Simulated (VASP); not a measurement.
# CdGeAs2 (I-42d) in VASP: a series of runs

Runs on CdGeAs2. Level: PBEsol. Tasks: single point.

All numbers are computed with VASP 6.6.1; they aren't measurements. Logs are shortened: lines on timing, memory, paths and dates and some standing lists are left out, and cuts for length are marked.

## Step 1: The cell of the first run

Symmetry: I-42d, No. 122, tetragonal system. The conventional cell has a = 6.017 Å, b = 6.017 Å, c = 11.404 Å, α = 90.00°, β = 90.00°, γ = 90.00°. Within 3.5 Å of Cd (site symmetry -4) lie 4 As at 2.67 Å. Within 3.3 Å of As (site symmetry 2) lie 2 Ge at 2.46 Å and 2 Cd at 2.67 Å. Ge (site symmetry -4) has 4 As at 2.46 Å within 3.3 Å.

## Step 2: Single point, PBEsol (volume scaled by 1.02)

Contents of INCAR:

```
ALGO = Normal
EDIFF = 1E-6
ENCUT = 520
GGA = PS
ISIF = 2
ISMEAR = -1
LASPH = True
LCHARG = False
LREAL = False
LWAVE = False
NBANDS = 46
NELM = 80
PREC = Accurate
SIGMA = 0.05
```

Contents of KPOINTS:

```
k-points
0
Gamma
  6 6 6
```

Contents of POSCAR:

```
CdGeAs2
1.0
   -3.0086690109      3.0086690109      5.7018096719
    3.0086690109     -3.0086690109      5.7018096719
    3.0086690109      3.0086690109     -5.7018096719
Cd As Ge
2 4 2
Direct
    0.5000000000      0.5000000000      0.0000000000
    0.2500000000      0.7500000000      0.5000000000
    0.0962175700      0.1250000000      0.4712175700
    0.3750000000      0.9037824300      0.0287824300
    0.6537824300      0.6250000000      0.5287824300
    0.8750000000      0.3462175700      0.9712175700
    0.7500000000      0.2500000000      0.5000000000
    0.0000000000      0.0000000000      0.0000000000
```

Potentials or basis: VASP PAW PBE potentials, release 64 (Cd, As, Ge_d).

Launch:

```
$ cat potpaw_PBE.64/Cd/POTCAR potpaw_PBE.64/As/POTCAR potpaw_PBE.64/Ge_d/POTCAR > POTCAR
$ mpirun -np 1 vasp_std > vasp.out
```

OUTCAR:

```text
EDIFF = 1E-6
   ENCUT = 520
   GGA = PS
   ISIF = 2
   ISMEAR = -1
   LASPH = True
   LREAL = False
   NELM = 80
   PREC = Accurate

 ion  position               nearest neighbor table
   1  0.500  0.500  0.000-   5 2.67   6 2.67   3 2.67   4 2.67
   2  0.250  0.750  0.500-   4 2.67   3 2.67   6 2.67   5 2.67
   3  0.096  0.125  0.471-   7 2.46   8 2.46   1 2.67   2 2.67
   4  0.375  0.904  0.029-   7 2.46   8 2.46   2 2.67   1 2.67
   5  0.654  0.625  0.529-   7 2.46   8 2.46   1 2.67   2 2.67
   6  0.875  0.346  0.971-   7 2.46   8 2.46   2 2.67   1 2.67
   7  0.750  0.250  0.500-   4 2.46   5 2.46   3 2.46   6 2.46
   8  0.000  0.000  0.000-   4 2.46   5 2.46   3 2.46   6 2.46

  LATTYP: Found a body centered tetragonal cell.
 ALAT       =     6.0173380218
 C/A-ratio  =     1.8951269320

  Lattice vectors:

 A1 = (  -3.0086690109,   3.0086690109,   5.7018096719)
 A2 = (   3.0086690109,  -3.0086690109,   5.7018096719)
 A3 = (   3.0086690109,   3.0086690109,  -5.7018096719)

Analysis of symmetry for initial positions (statically):
=====================================================================
 Subroutine PRICEL returns:
 Original cell was already a primitive cell.

 Routine SETGRP: Setting up the symmetry group for a
 body centered tetragonal supercell.

 Subroutine GETGRP returns: Found  8 space group operations
 (whereof  4 operations were pure point group operations)
 out of a pool of 16 trial point group operations.

The static configuration has the point symmetry S_4 .
 The point group associated with its full space group is D_2d.

Analysis of symmetry for dynamics (positions and initial velocities):
=====================================================================
 Subroutine PRICEL returns:
 Original cell was already a primitive cell.

 Routine SETGRP: Setting up the symmetry group for a
 body centered tetragonal supercell.

 Subroutine GETGRP returns: Found  8 space group operations
 (whereof  4 operations were pure point group operations)
 out of a pool of 16 trial point group operations.

The dynamic configuration has the point symmetry S_4 .
 The point group associated with its full space group is D_2d.

 Subroutine INISYM returns: Found  8 space group operations
 (whereof  4 operations are pure point group operations),
 and found     1 'primitive' translations

----------------------------------------------------------------------------------------

                                     Primitive cell

  volume of cell :     206.4532

  direct lattice vectors                    reciprocal lattice vectors
    -3.008669011  3.008669011  5.701809672     0.000000000  0.166186443  0.087691457
     3.008669011 -3.008669011  5.701809672     0.166186443  0.000000000  0.087691457
     3.008669011  3.008669011 -5.701809672     0.166186443  0.166186443  0.000000000

  length of vectors
     7.114408758  7.114408758  7.114408758     0.187903500  0.187903500  0.235023121

  position of ions in fractional coordinates (direct lattice)
     0.500000000  0.500000000  0.000000000
     0.250000000  0.750000000  0.500000000
     0.096217570  0.125000000  0.471217570
     0.375000000  0.903782430  0.028782430
     0.653782430  0.625000000  0.528782430
     0.875000000  0.346217570  0.971217570
     0.750000000  0.250000000  0.500000000
     0.000000000  0.000000000  0.000000000

  ion indices of the primitive-cell ions
   primitive index   ion index
                 1           1
                 2           2
                 3           3
                 4           4
                 5           5
                 6           6
                 7           7
                 8           8

----------------------------------------------------------------------------------------

 KPOINTS: k-points

Automatic generation of k-mesh.
 Grid dimensions read from file:
 generate k-points for:    6    6    6

 Generating k-lattice:

  Cartesian coordinates                     Fractional coordinates (reciprocal lattice)
     0.000000000  0.027697740  0.014615243     0.166666667  0.000000000  0.000000000
     0.027697740  0.000000000  0.014615243     0.000000000  0.166666667  0.000000000
     0.027697740  0.027697740  0.000000000     0.000000000  0.000000000  0.166666667

  Length of vectors
     0.031317250  0.031317250  0.039170520

  Shift w.r.t. Gamma in fractional coordinates (k-lattice)
     0.000000000  0.000000000  0.000000000

 Subroutine IBZKPT returns following result:
 ===========================================

 Found     30 irreducible k-points:

 Following reciprocal coordinates:
            Coordinates               Weight
  0.000000  0.000000  0.000000      1.000000
  0.166667  0.000000  0.000000      8.000000
  0.333333  0.000000 -0.000000      8.000000
  0.500000  0.000000  0.000000      4.000000
  0.166667  0.166667  0.000000      8.000000
  0.333333  0.166667 -0.000000     16.000000
[... 16 lines left out ...]
 -0.333333 -0.333333  0.166667      8.000000
 -0.166667 -0.333333  0.166667      8.000000
 [... further k-points ...]
   k-points           NKPTS =     30   k-points in BZ     NKDIM =     30   number of bands    NBANDS=     46
   number of dos      NEDOS =    301   number of ions     NIONS =      8
   total plane-waves  NPLWV = 157464
   dimension x,y,z NGX =    54 NGY =   54 NGZ =   54
   dimension x,y,z NGXF=   108 NGYF=  108 NGZF=  108
   ions per type =               2   4   2
   NGX,Y,Z   is equivalent  to a cutoff of  12.62, 12.62, 12.62 a.u.
   NGXF,Y,Z  is equivalent  to a cutoff of  25.24, 25.24, 25.24 a.u.
 SYSTEM =  unknown system
   PREC   = accura    normal or accurate (medium, high low for compatibility)
   ISTART =      0    job   : 0-new  1-cont  2-samecut
   ICHARG =      2    charge: 1-file 2-atom 10-const
   ISPIN  =      1    spin polarized calculation?
   LNONCOLLINEAR =      F non collinear calculations
   LSORBIT =      F    spin-orbit coupling
   LASPH  =      T    aspherical Exc in radial PAW
   ENCUT  =  520.0 eV  38.22 Ry    6.18 a.u.  13.23 13.23 13.23*2*pi/ulx,y,z
   NELM   =     80;   NELMIN=  2; NELMDL= -5     # of ELM steps
   EDIFF  = 0.1E-05   stopping-criterion for ELM
   LREAL  =      F    real-space projection
   EDIFFG = 0.1E-04   stopping-criterion for IOM
   NSW    =      0    number of steps for IOM
   IBRION =     -1    ionic relax: 0-MD 1-quasi-New 2-CG
   NFREE  =      0    steps in history (QN), initial steepest desc. (CG)
   ISIF   =      2    stress and relaxation
   ISYM   =      2    0-nonsym 1-usesym 2-fastsym
   POTIM  = 0.5000    time-step for ionic-motion
   TEBEG  =    0.0;   TEEND  =   0.0 temperature during run
   PSTRESS=    0.0 pullay stress
   NELECT =      72.0000    total number of electrons
   NUPDOWN=      -1.0000    fix difference up-down
   EMIN   =  10.00;   EMAX   =-10.00  energy-range for DOS
   EFERMI =   0.00;   METHOD = LEGACY
   ISMEAR =    -1;   SIGMA  =   0.05  broadening in eV -4-tet -1-fermi 0-gaus
   EFERMI_NEDOS =   21; number of points for ismear=-14 and -15
   IALGO  =     38    algorithm
   IMIX   =      4    mixing-type and parameters
     AMIX     =   0.40;   BMIX     =  1.00
     AMIX_MAG =   1.60;   BMIX_MAG =  1.00
  volume/ion in A,a.u.               =      25.81       174.15
  Fermi-wavevector in a.u.,A,eV,Ry     =   1.152334  2.177596 18.066827  1.327874
  Thomas-Fermi vector in A             =   2.288986
   LORBIT       =      0    0 simple, 1 ext, 2 COOP (PROOUT), +10 PAW based schemes
   GGA     = PS    functional components
   LHFCALC =     F    Hartree Fock is set to
   AEXX    =    0.0000 exact exchange contribution
   IVDW    =     0    specifies the selected vdW correction
   LEPSILON=     F    determine dielectric tensor
   LRPA    =     F    only Hartree local field effects (RPA)
 non-spin polarized calculation
  energy-cutoff  :      520.00
  volume of cell :      206.45
 maximum number of plane-waves:      5596
 NGX is ok and might be reduce to    54
   NGX = 27   NGY = 27   NGZ = 27

 number of electron      72.0000005 magnetization

 Free energy of the ion-electron system (eV)
  ---------------------------------------------------
  ext. energy  EPLUGINS =         0.00000000
  ---------------------------------------------------
  free energy    TOTEN  =       -33.09491443 eV

  energy without entropy =      -33.09376072  energy(sigma->0) =      -33.09433758

 E-fermi :   2.7115     XC(G=0):  -9.4174

 val. band max:        2.5481586311   @ k =   0.1667   0.0000   0.0000
 cond. band min:       2.7349591783   @ k =   0.0000   0.0000   0.0000
 fundamental gap:      0.1868005472
 Fermi energy:         2.7114729022

 k-point     1 :       0.0000    0.0000    0.0000
  band No.  band energies     occupation
      1     -22.1304      2.00000
      2     -22.1304      2.00000
      3     -22.1304      2.00000
      4     -22.1267      2.00000
      5     -22.1240      2.00000
      6     -22.1240      2.00000
[... 38 lines left out ...]
     45       7.4336      0.00000
     46       7.4336      0.00000

 k-point     2 :       0.1667    0.0000    0.0000
  band No.  band energies     occupation
      1     -22.1306      2.00000
      2     -22.1302      2.00000
      3     -22.1301      2.00000
      4     -22.1268      2.00000
      5     -22.1244      2.00000
      6     -22.1239      2.00000
[... 38 lines left out ...]
     45       7.2894      0.00000
     46       7.5946      0.00000

 k-point     3 :       0.3333    0.0000   -0.0000
  band No.  band energies     occupation
      1     -22.1307      2.00000
      2     -22.1302      2.00000
      3     -22.1295      2.00000
      4     -22.1267      2.00000
      5     -22.1253      2.00000
      6     -22.1238      2.00000
[... 1018 lines left out ...]
     45       7.3546      0.00000
     46       7.7373      0.00000

 k-point    24 :      -0.1667   -0.3333    0.1667
  band No.  band energies     occupation
      1     -22.1307      2.00000
      2     -22.1305      2.00000
      3     -22.1298      2.00000
      4     -22.1272      2.00000
      5     -22.1241      2.00000
      6     -22.1237      2.00000
[... 38 lines left out ...]
     45       6.9622      0.00000
     46       7.4577      0.00000

 [... further k-points ...]

------------------------ aborting loop because EDIFF is reached ----------------------------------------

  FORCE on cell =-STRESS in cart. coord.  units (eV):
  Direction    XX          YY          ZZ          XY          YZ          ZX
  --------------------------------------------------------------------------------------
  -------------------------------------------------------------------------------------
  Total       -2.1153465     -2.1153465     -1.9652373      0.0000000     -0.0000000      0.0000000
  in kB      -16.4161216    -16.4161216    -15.2512014      0.0000000     -0.0000000      0.0000000
  external PRESSURE =     -16.0278149 kB  Pullay stress =       0.0000000 kB

 VOLUME and BASIS-vectors are now :
 -----------------------------------------------------------------------------
  energy-cutoff  :      520.00
  volume of cell :      206.45
      direct lattice vectors                 reciprocal lattice vectors
    -3.008669011  3.008669011  5.701809672     0.000000000  0.166186443  0.087691457
     3.008669011 -3.008669011  5.701809672     0.166186443  0.000000000  0.087691457
     3.008669011  3.008669011 -5.701809672     0.166186443  0.166186443  0.000000000

 POSITION                                       TOTAL-FORCE (eV/Angst)
 -----------------------------------------------------------------------------------
      0.00000      0.00000      5.70181         0.000000     -0.000000     -0.000000
      3.00867      0.00000      2.85090         0.000000      0.000000      0.000000
      1.50433      1.33114     -1.42545        -0.000000      0.147867      0.000000
      1.67753     -1.50433      7.12726        -0.147867      0.000000      0.000000
      1.50433      1.67753      4.27636         0.000000     -0.147867      0.000000
      1.33114      4.51300      1.42545         0.147867     -0.000000      0.000000
      0.00000      3.00867      2.85090         0.000000      0.000000     -0.000000
      0.00000      0.00000      0.00000         0.000000     -0.000000     -0.000000
 -----------------------------------------------------------------------------------
    total drift:                                0.000001      0.000001      0.000003

  FREE ENERGIE OF THE ION-ELECTRON SYSTEM (eV)
  ---------------------------------------------------
  free  energy   TOTEN  =       -33.0949144304 eV

  energy  without entropy=      -33.0937607226  energy(sigma->0) =      -33.09433758
```

Wall time 8.4 min (1 thread of Intel Xeon 6975P-C, shared host); peak memory 0.56 GiB.

What came out:

```
Free energy            : -33.0949 eV
Pressure               : -1.6 GPa
Largest force          : 0.148 eV/Å
Band gap on the k mesh : 0.19 eV, indirect (least direct gap 0.21 eV)
```

Forces in eV/Å, atoms in the order of the input:
```
Cd   0.000  0.000  0.000
Cd   0.000  0.000  0.000
As   0.000  0.148  0.000
As  -0.148  0.000  0.000
As   0.000 -0.148  0.000
As   0.148  0.000  0.000
Ge   0.000  0.000  0.000
Ge   0.000  0.000  0.000
```

Stress tensor (GPa, compression positive):
```
-1.64  0.00  0.00
 0.00 -1.64  0.00
 0.00  0.00 -1.53
```

Levels at points of the mesh, in eV from the valence-band top:
```
           k point  band 34  band 35  band 36  band 37  band 38  band 39
(0.00, 0.00, 0.00)    -0.27    -0.03    -0.03     0.19     1.39     1.78
(0.50, 0.00, 0.00)    -1.39    -1.11    -0.54     1.80     2.06     2.71
(0.50, 0.50, 0.00)    -0.95    -0.45    -0.45     0.69     0.69     2.47
(0.50, 0.50, 0.50)    -1.70    -0.85    -0.85     1.45     1.45     1.69
```

Caveat: the PAW data sets were made with another functional, which shifts forces and pressure a little. A k mesh can miss the band edges.

## Step 3: Single point, PBEsol (volume scaled by 1.04)

Contents of INCAR:

```
SYSTEM = CdGeAs2
PREC     = Accurate       ! precision mode
ENCUT    = 520            ! plane-wave cutoff, eV
EDIFF    = 1E-6           ! SCF threshold, eV
ISMEAR   = -1             ! smearing method
SIGMA    = 0.05           ! smearing width, eV
LREAL    = .FALSE.        ! projectors in reciprocal space
LASPH    = .TRUE.         ! aspherical terms in the spheres
NELM     = 80             ! most SCF steps
ALGO     = Normal         ! electronic algorithm
ISIF     = 2              ! what is computed and relaxed
LWAVE    = .FALSE.        ! write WAVECAR
LCHARG   = .TRUE.         ! write CHGCAR
GGA      = PS             ! functional
LELF     = .TRUE.         ! ELF
LVHAR    = .TRUE.       
NBANDS   = 46             ! bands
```

Contents of KPOINTS:

```
Automatic mesh
0
G
  6 6 6
  0 0 0
```

Changes to POSCAR since step 2:

```diff
@@ -2,5 +2,5 @@
 1.0
-   -3.0086690109      3.0086690109      5.7018096719
-    3.0086690109     -3.0086690109      5.7018096719
-    3.0086690109      3.0086690109     -5.7018096719
+   -3.0282063701      3.0282063701      5.7388354475
+    3.0282063701     -3.0282063701      5.7388354475
+    3.0282063701      3.0282063701     -5.7388354475
 Cd As Ge
```

Potentials or basis: VASP PAW PBE potentials, release 64 (Cd, As, Ge_d).

Launch:

```
$ cat potpaw_PBE.64/Cd/POTCAR potpaw_PBE.64/As/POTCAR potpaw_PBE.64/Ge_d/POTCAR > POTCAR
$ mpirun -np 1 vasp_std > vasp.out
```

Run time: 8.2 min. Hardware: 1 thread of Intel Xeon 6975P-C, shared host; peak memory 0.56 GiB.

The run converged. Its results:

```yaml
Free_energy: -33.0421 eV
Pressure: -2.6 GPa
Largest_force: 0.127 eV/Å
Band_gap_on_the_k_mesh: 0.18 eV, indirect (least direct gap 0.21 eV)
```

Forces in eV/Å, atoms in the order of the input:
```
Cd   0.000  0.000  0.000
Cd   0.000  0.000  0.000
As   0.000  0.127  0.000
As  -0.127  0.000  0.000
As   0.000 -0.127  0.000
As   0.127  0.000  0.000
Ge   0.000  0.000  0.000
Ge   0.000  0.000  0.000
```

Stress tensor (GPa, compression positive):
```
-2.64  0.00  0.00
 0.00 -2.64  0.00
 0.00  0.00 -2.48
```

Levels at points of the mesh, in eV from the valence-band top:
```
           k point  band 34  band 35  band 36  band 37  band 38  band 39
(0.00, 0.00, 0.00)    -0.37    -0.03    -0.03     0.18     1.42     1.76
(0.50, 0.00, 0.00)    -1.35    -1.08    -0.52     1.74     2.02     2.68
(0.50, 0.50, 0.00)    -0.93    -0.44    -0.44     0.65     0.65     2.42
(0.50, 0.50, 0.50)    -1.67    -0.82    -0.82     1.44     1.44     1.70
```

Caveat: the PAW data sets were made with another functional, which shifts forces and pressure a little. A k mesh can miss the band edges.
